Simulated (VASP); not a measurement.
TaN: single point with PBEsol

The system is TaN.

```
Ta N
1.0
     0.00000    2.00468    2.00468
     2.00468    0.00000    2.00468
     2.00468    2.00468    0.00000
Ta N
1 1
Direct
  0.50000 0.50000 0.50000
  0.00000 0.00000 0.00000
```

This cell differs from its parent crystal: strain -0.080 along x and y, -0.080 along z.

```yaml
Program: VASP 6.6.1
Task: single point
Functional: PBEsol
Potentials_or_basis: VASP PAW PBE potentials, release 64 (Ta_pv, N)
Cutoff: 520 eV
k_mesh: 18 × 18 × 18
Occupations: gaussian, width 0.15 eV
Spin: no spin polarisation
Dipole_correction: no
Further_INCAR_settings: ALGO = Normal; EDIFF = 1e-06; NBANDS = 15
```

The pressure is 170.0 GPa and the band gap on the k mesh is zero (band 8 reaches 15.68 eV, above the bottom of band 9 at 9.71 eV).

Levels at points of the mesh, in eV from the Fermi level:
| k point | band 5 | band 6 | band 7 | band 8 | band 9 | band 10 | band 11 | band 12 |
| --- | --- | --- | --- | --- | --- | --- | --- | --- |
| (0.00, 0.00, 0.00) | -4.56 | -4.56 | -4.56 | -3.07 | -3.07 | -3.07 | 0.08 | 0.08 |
| (0.50, 0.00, 0.00) | -12.83 | -9.83 | -9.83 | 2.90 | 2.90 | 3.05 | 4.86 | 11.03 |
| (0.50, 0.50, 0.00) | -7.73 | -6.69 | -5.05 | -5.05 | 3.14 | 5.42 | 5.42 | 8.20 |

It took 59 s on 1 thread of Intel Xeon 8259CL, with other jobs on the host, peak memory 0.18 GiB.

Caveat: the cell differs from its parent crystal (strain -0.080 along x and y, -0.080 along z); the PAW data sets were made with another functional, which shifts forces and pressure a little; spin-orbit coupling is left out, which moves the levels of the heavy elements.
